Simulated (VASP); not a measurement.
A run of VASP 6.6.1:

File INCAR:

```
SYSTEM = Mg9O8
ALGO = Normal ; EDIFF = 1E-6
ENCUT = 750 ; GGA = PE
GGA_COMPAT = .False. ; ISIF = 2
ISMEAR = 0 ; LASPH = .True.
LCHARG = .True. ; LELF = .True.
LREAL = Auto ; LVHAR = .True.
LWAVE = .False. ; NBANDS = 83
NELM = 120 ; PREC = Accurate
SIGMA = 0.05
```

Contents of KPOINTS:

```
k-points
0
Gamma
  2 2 2
  0 0 0
```

Contents of POSCAR:

```
Mg9O8
1.0
    0.0000000000      4.0260000000      4.0260000000
    4.0260000000      0.0000000000      4.0260000000
    4.0260000000      4.0260000000      0.0000000000
Mg O
9 8
Direct
   -0.0003569369     -0.0015885631     -0.0085304518
   -0.0073128456     -0.0085483504      0.4898759647
   -0.0352244581      0.5114526547      0.0105085996
   -0.0006161120      0.4926828761      0.4977106240
    0.5127677712     -0.0364443603      0.0104470334
    0.4938277699     -0.0018573268      0.4977378009
    0.5423947844      0.5411570878      0.0397000226
    0.5127409307      0.5114444703      0.4622703288
    0.4013622871      0.4001501645      0.8985939886
    0.2236996045      0.2225239896      0.2683709279
    0.2570629775      0.2557954135      0.7547716052
    0.2316295014      0.7592259292      0.2581300866
    0.2231698345      0.7695749679      0.7211016466
    0.7604378341      0.2303475537      0.2581430697
    0.7708013316      0.2219731435      0.7210828989
    0.7535327176      0.7523049329      0.2512963076
    0.7607061080      0.7594810168      0.7294515469
```

Potentials or basis: VASP PAW PBE potentials, release 64 (Mg_sv, O).

The run is started by

```sh
$ cat potpaw_PBE.64/Mg_sv/POTCAR potpaw_PBE.64/O/POTCAR > POTCAR
$ mpirun -np 1 vasp_std > vasp.out
```

Hardware: 1 thread of AMD EPYC 9R45 96-Core Processor (Zen 5), on a shared host.

Question: How long does it take, and how much memory?

Answer: Wall time 4.7 min on 1 thread of AMD EPYC 9R45 96-Core Processor (Zen 5), with other jobs on the host, peak memory 0.38 GiB. Counts: scf iterations 15, k points 8.
